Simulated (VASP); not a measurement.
Here is a VASP 6.6.1 calculation.

File INCAR:

```
PREC = Accurate ; ENCUT = 500
EDIFF = 1E-6 ; ISMEAR = 0
SIGMA = 0.2 ; LREAL = F
LASPH = T ; NELM = 120
ALGO = Normal ; ISIF = 2
LWAVE = F ; LCHARG = F
GGA = PE ; NBANDS = 37
GGA_COMPAT = F
```

KPOINTS

```
regular mesh
0
Gamma
  4 4 4
```

File POSCAR:

```
Ta4Ge
1.0
    2.3331053840      1.3470190215      4.7013682912
   -2.3331053840      1.3470190215      4.7013682912
    0.0000000000     -2.6940380430      4.7013682912
Ta Ge
4 1
Direct
    0.4013534797      0.4013534797      0.4013534797
    0.5986465203      0.5986465203      0.5986465203
    0.7986580207      0.7986580207      0.7986580207
    0.2013419793      0.2013419793      0.2013419793
    0.0000000000      0.0000000000      0.0000000000
```

Potentials or basis: VASP PAW PBE potentials, release 64 (Ta_pv, Ge_d).

Run with:

```console
$ cat potpaw_PBE.64/Ta_pv/POTCAR potpaw_PBE.64/Ge_d/POTCAR > POTCAR
$ mpirun -np 1 vasp_std > vasp.out
```

Task: Predict the largest force.

Result: 0.005 eV/Å.

Task: Estimate the pressure.

Result: 0.2 GPa.

Stress tensor (GPa, compression positive):
```
 0.37  0.00  0.00
 0.00  0.37  0.00
 0.00  0.00 -0.05
```

Caveat: the k points lie up to 0.40 Å⁻¹ apart.
